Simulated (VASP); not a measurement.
Here is a VASP 6.6.1 calculation.

File INCAR:

```
SYSTEM = In
PREC = Accurate ; ENCUT = 520
EDIFF = 1E-7 ; ISMEAR = -1
SIGMA = 0.1 ; LREAL = .FALSE.
LASPH = .TRUE. ; NELM = 80
ALGO = Normal ; ISIF = 2
LWAVE = .FALSE. ; LCHARG = .FALSE.
GGA = B5 ; ALDAX = 1.0
AGGAX = 1.0 ; AGGAC = 1.0
ALDAC = 0.0 ; NBANDS = 20
```

File KPOINTS:

```
regular mesh
0
G
  12 12 6
  0 0 0
```

Contents of POSCAR:

```
In
1.0
    3.4624558450      0.0000000000      0.0000000000
   -1.7312279225      2.9985747213      0.0000000000
    0.0000000000      0.0000000000      5.5644719045
In
2
Direct
    0.3333333333      0.6666666667      0.2500000000
    0.6666666667      0.3333333333      0.7500000000
```

Potentials or basis: VASP PAW PBE potentials, release 64 (In_d).

Launch:

```console
$ cat potpaw_PBE.64/In_d/POTCAR > POTCAR
$ mpirun -np 1 vasp_std > vasp.out
```

Task: Predict the pressure.

Result: 2.3 GPa.

Task: Predict the band gap on the k mesh.

Result: Zero (bands 13 and 14 overlap by 5.64 eV).

Stress tensor (GPa, compression positive):
```
2.22 0.00 0.00
0.00 2.22 0.00
0.00 0.00 2.50
```

Caveat: the PAW data sets were made with another functional, which shifts forces and pressure a little; spin-orbit coupling is left out, which moves the levels of the heavy elements.
